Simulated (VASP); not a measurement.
Here is a VASP 6.6.1 calculation.

File INCAR:

```
PREC     = Accurate       # precision mode
ENCUT    = 520            # plane-wave cutoff, eV
EDIFF    = 1E-6           # SCF threshold, eV
ISMEAR   = 0              # smearing method
SIGMA    = 0.2            # smearing width, eV
LREAL    = False          # projectors in reciprocal space
LASPH    = True           # aspherical terms in the spheres
NELM     = 80             # most SCF steps
ALGO     = Fast           # electronic algorithm
ISIF     = 2              # what is computed and relaxed
LWAVE    = False          # write WAVECAR
LCHARG   = True           # write CHGCAR
GGA      = PE             # functional
LELF     = True           # ELF
LVHAR    = True         
NBANDS   = 42             # bands
```

Contents of KPOINTS:

```
Automatic mesh
0
Gamma
  6 6 4
```

POSCAR

```
Ag
1.0
    0.0015525051      4.0185018250     -0.0002914238
   -0.0011009169     -0.0002767324      4.0249782600
    7.8517742308      0.0000551076      0.0008049320
Ag
6
Direct
    0.0001274171     -0.0000008509      0.2500047415
   -0.0000796582      0.0000411023      0.7500001354
    0.4998303036     -0.0000311976      0.0000608934
    0.5001353797     -0.0000314429      0.4999656382
    0.0002186114      0.4999874361      0.4999745039
   -0.0002320538      0.5000349530      0.9999940876
```

Potentials or basis: VASP PAW PBE potentials, release 64 (Ag).

Launch:

```sh
$ cat potpaw_PBE.64/Ag/POTCAR > POTCAR
$ mpirun -np 1 vasp_std > vasp.out
```

Task: Estimate the band gap on the k mesh.

Result: Zero (bands 33 and 34 overlap by 2.95 eV).

Task: Estimate the pressure.

Result: 0.1 GPa.

Forces in eV/Å, atoms in the order of the input:
```
Ag   0.000 -0.002  0.000
Ag   0.000  0.001  0.000
Ag  -0.002  0.002  0.001
Ag   0.001 -0.001  0.000
Ag   0.001 -0.001  0.000
Ag   0.000  0.001 -0.001
```
